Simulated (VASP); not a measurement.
Set up this calculation in VASP 6.6.1, as the native input.

| Quantity | Value |
| --- | --- |
| Task | single point |
| Functional | PBE |
| Potentials or basis | VASP PAW PBE potentials, release 64 (Ag, Cl) |
| Cutoff | 520 eV |
| k mesh | 8 × 8 × 8 |
| Occupations | gaussian, width 0.05 eV |
| Spin | no spin polarisation |
| Dipole correction | no |
| Further INCAR settings | ALGO = Normal; EDIFF = 1e-07; NBANDS = 16 |

The structure of AgCl lies in POSCAR:

```
AgCl
1.0
    0.0000000000      2.7687027469      2.8060228508
    2.7687027469      0.0000000000      2.8060228508
    2.7687027469      2.7687027469      0.0000000000
Ag Cl
1 1
Direct
    0.5000000000      0.5000000000      0.5000000000
    0.0000000000      0.0000000000      0.0000000000
```

These files were run (other wordings do the same):

INCAR

```
PREC = Accurate
ENCUT = 520
EDIFF = 1E-7
ISMEAR = 0
SIGMA = 0.05
LREAL = F
LASPH = T
NELM = 100
ALGO = Normal
ISIF = 2
LWAVE = F
LCHARG = F
GGA = PE
NBANDS = 16
```

KPOINTS

```
regular mesh
0
Gamma
  8 8 8
```

Potentials or basis: VASP PAW PBE potentials, release 64 (Ag, Cl).

Launch:

```bash
$ cat potpaw_PBE.64/Ag/POTCAR potpaw_PBE.64/Cl/POTCAR > POTCAR
$ mpirun -np 1 vasp_std > vasp.out
```

It gave:

```json
{
  "Pressure": "1.1 GPa",
  "Band gap on the k mesh": "0.87 eV, indirect (least direct gap 3.15 eV)"
}
```

Run time: 63 s on 1 thread of AMD EPYC 7R43 64-Core Processor (Zen 3), on a shared host, peak memory 0.15 GiB.
